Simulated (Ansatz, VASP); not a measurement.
**One calculation of Sn, two programs**

```
CELL_PARAMETERS angstrom
-2.94014 2.94014 1.59930
2.94014 -2.94014 1.59930
2.94014 2.94014 -1.59930
ATOMIC_POSITIONS crystal
Sn 0.00000 0.00000 0.00000
Sn 0.75000 0.25000 0.50000
```

Alike in both runs: task relaxation of cell and atoms; functional PBEsol; k mesh 9 × 9 × 9; occupations fermi-dirac, width 0.05 eV; no spin polarisation.

|  | VASP | Ansatz |
| --- | --- | --- |
| version | VASP 6.6.1 | Ansatz 0.2.0 |
| potentials or method | VASP PAW PBE potentials, release 64 (Sn_d) | Ansatz PAW |
| plane-wave cutoff (eV) | 600 | 420 |
| valence electrons in the cell | 28 | 28 |

Ansatz gave:

- gap on the k mesh at the Fermi level, each at its own relaxed structure (eV): none
- relaxed volume (Å³/atom): 26.89
- relaxed cell length with the largest relative difference (Å): 4.419

Question: Which values does VASP return?

Answer: gap on the k mesh at the Fermi level, each at its own relaxed structure (eV): none; relaxed volume (Å³/atom): 26.87; relaxed cell length with the largest relative difference (Å): 4.418.

VASP's potentials were made for PBE, not for PBEsol. A gap of «none» marks a metal or a gap that the smearing closes.

Noted on Ansatz's run: the plane-wave basis is chosen anew once the cell has moved, so the energies of steps on either side of that aren't comparable.
